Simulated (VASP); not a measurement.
Input of a VASP 6.6.1 run:

INCAR

```
SYSTEM = Mg2CdSe3
  PREC = Accurate
  ENCUT = 520
  EDIFF = 1E-6
  ISMEAR = 0
  SIGMA = 0.1
  LREAL = .FALSE.
  LASPH = .TRUE.
  NELM = 80
  ALGO = Normal
  ISIF = 2
  LWAVE = .FALSE.
  LCHARG = .FALSE.
  GGA = PE
  NBANDS = 26
```

File KPOINTS:

```
regular mesh
0
G
  6 6 2
  0 0 0
```

POSCAR

```
Mg2CdSe3
1.0
    4.0675907000      0.0000000000      0.0000000000
   -2.0337953500      3.5226368800      0.0000000000
    0.0000000000      0.0000000000      9.9635217100
Mg Cd Se
2 1 3
Direct
    0.3333333300      0.6666666700      0.6666666700
    0.6666666700      0.3333333300      0.3333333300
    0.0000000000      0.0000000000      0.0000000000
    0.0000000000      0.0000000000      0.5000000000
    0.3333333300      0.6666666700      0.1666666700
    0.6666666700      0.3333333300      0.8333333300
```

Potentials or basis: VASP PAW PBE potentials, release 64 (Mg, Cd, Se).

Launch:

```console
$ cat potpaw_PBE.64/Mg/POTCAR potpaw_PBE.64/Cd/POTCAR potpaw_PBE.64/Se/POTCAR > POTCAR
$ mpirun -np 1 vasp_std > vasp.out
```

Question: Predict the largest force.

Answer: 0.434 eV/Å.

Question: Predict the pressure.

Answer: -4.1 GPa.

Question: Estimate the band gap on the k mesh.

Answer: 0.81 eV (least direct gap 1.17 eV).

Forces in eV/Å, atoms in the order of the input:
```
Mg   0.000  0.000 -0.050
Mg   0.000  0.000  0.050
Cd   0.000  0.000  0.000
Se   0.000  0.000  0.000
Se   0.000  0.000  0.434
Se   0.000  0.000 -0.434
```

Caveat: the cell stands under tension. A k mesh can miss the band edges.
